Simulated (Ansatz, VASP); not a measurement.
**One calculation of C, two programs**

```
CELL_PARAMETERS angstrom
2.65290 0.00000 0.00000
-1.32645 2.29748 0.00000
0.00000 0.00000 12.89520
ATOMIC_POSITIONS crystal
C 0.00000 0.00000 0.18686
C 0.00000 0.00000 0.68686
C 0.00000 0.00000 0.31314
C 0.00000 0.00000 0.81314
C 0.33333 0.66667 0.52077
C 0.66667 0.33333 0.02077
C 0.33333 0.66667 0.97923
C 0.66667 0.33333 0.47923
C 0.33333 0.66667 0.64510
C 0.66667 0.33333 0.14510
C 0.33333 0.66667 0.85490
C 0.66667 0.33333 0.35490
```

Alike in both runs: task single point; functional PBE; k mesh 12 × 12 × 2; occupations gaussian, width 0.05 eV; no spin polarisation.

|  | VASP | Ansatz |
| --- | --- | --- |
| version | VASP 6.6.1 | Ansatz 0.2.0 |
| potentials or method | VASP PAW PBE potentials, release 64 (C), cutoff 520 eV | scalar-relativistic, plane waves, PAW |
| valence electrons in the cell | 48 | 48 |

|  | VASP | Ansatz | Ansatz less VASP |
| --- | --- | --- | --- |
| gap on the k mesh at the Fermi level (eV) | 4.00 | 4.00 | +0.006 |
| least direct gap on the mesh (eV) | 4.90 | 4.90 | +0.005 |
| rms of the force components (eV/Å) | 0.022 | 0.023 | +0.0011 |

Atom by atom the forces differ by 0.001 eV/Å (rms over components). The functional is the same, so the differences come from potentials, cutoffs and numerics.
